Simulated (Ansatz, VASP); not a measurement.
# Ge2Sb in VASP and in Ansatz

```
Ge Sb
1.0
     0.00000    3.41675    3.41675
     3.41675    0.00000    3.41675
     3.41675    3.41675    0.00000
Ge Sb
2 1
Direct
  0.25000 0.25000 0.25000
  0.75000 0.75000 0.75000
  0.00000 0.00000 0.00000
```

Alike in both runs: task relaxation of cell and atoms; functional PBE; k mesh 12 × 12 × 12; occupations gaussian, width 0.1 eV; no spin polarisation.

|  | VASP | Ansatz |
| --- | --- | --- |
| version | VASP 6.6.1 | Ansatz 0.2.0 |
| potentials or method | VASP PAW PBE potentials, release 64 (Ge_d, Sb), cutoff 600 eV | scalar-relativistic, plane waves, PAW |
| valence electrons in the cell | 33 | 43 |

Ansatz gave:

- gap on the k mesh at the Fermi level, each at its own relaxed structure (eV): none
- relaxed volume (Å³/atom): 26.69
- relaxed cell length with the largest relative difference (Å): 4.838

**Question.** Which values does VASP return?

**Answer.** gap on the k mesh at the Fermi level, each at its own relaxed structure (eV): none; relaxed volume (Å³/atom): 26.66; relaxed cell length with the largest relative difference (Å): 4.836.

A gap of «none» marks a metal or a gap that the smearing closes. VASP's potentials hold 33 valence electrons a cell and Ansatz's 43, so a difference there can come from the potentials and not from the codes.

Neither program's run includes spin-orbit coupling.
